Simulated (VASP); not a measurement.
Input of a VASP 6.6.1 run:

Contents of INCAR:

```
  ALGO = Fast
  EDIFF = 1E-6
  ENCUT = 520
  GGA = PE
  ISIF = 2
  ISMEAR = 0
  LASPH = True
  LCHARG = False
  LREAL = False
  LWAVE = False
  NBANDS = 16
  NELM = 60
  PREC = Accurate
  SIGMA = 0.15
```

The input KPOINTS:

```
k-points
0
Gamma
  10 10 14
```

Contents of POSCAR:

```
Al2Cu
1.0
    4.1211626268      0.0000000000      0.0000000000
    0.0000000000      4.1211626268      0.0000000000
    0.0000000000      0.0000000000      2.8847334069
Al Cu
2 1
Direct
    0.5022615501      0.0019538196      0.5000000000
   -0.0296032967      0.4913859260      0.5000000000
    0.0116092655      0.0028279343      0.0000000000
```

Potentials or basis: VASP PAW PBE potentials, release 64 (Al, Cu).

Command:

```console
$ cat potpaw_PBE.64/Al/POTCAR potpaw_PBE.64/Cu/POTCAR > POTCAR
$ mpirun -np 1 vasp_std > vasp.out
```

Q: What does it give for the band gap on the k mesh?

A: Zero (an odd number of electrons rules out a gap without spin polarisation).

Q: Predict the largest force.

A: 0.468 eV/Å.

Stress tensor (GPa, compression positive):
```
 0.31  0.14  0.00
 0.14  0.05  0.00
 0.00  0.00 -0.17
```

Caveat: the cell differs from its parent crystal (atoms displaced along several vibrational modes).
